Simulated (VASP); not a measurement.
Runs of VASP 6.6.1 on Cd3Se. The structure is that of space group I4/mmm (No. 139), or close to it. The cells are those of the table. 

```tsv
cell	gap on the mesh (eV)	pressure (GPa)
a = 6.825 Å, angles 144.7, 144.7, 50.7°, 4 atoms	none	(b)
a = 6.646 Å, angles 144.7, 144.7, 50.7°, 4 atoms	none	-4.0
a = 6.599 Å, angles 144.7, 144.7, 50.7°, 4 atoms	none	(a)
a = 6.737 Å, angles 144.7, 144.7, 50.7°, 4 atoms	none	-5.3
a = 6.781 Å, angles 144.7, 144.7, 50.7°, 4 atoms	none	-5.9
a = 6.692 Å, angles 144.7, 144.7, 50.7°, 4 atoms	none	-4.7
a = 6.869 Å, angles 144.7, 144.7, 50.7°, 4 atoms	none	-6.7
```

Alike in all rows: task single point; level LDA; potentials or basis VASP PAW LDA potentials, release 64 (Cd, Se); no spin polarisation; k mesh 9 × 9 × 9; cutoff (eV) 520; smearing fermi-dirac 0.05 eV.

Fill in the values left out.

(a) -3.2; (b) -6.3.

Caveats: the cell stands under tension.

A k mesh can miss the band edges, and the runs leave out spin-orbit coupling on Cd, Se.

A gap of «none» marks levels without a gap at the run's occupations.
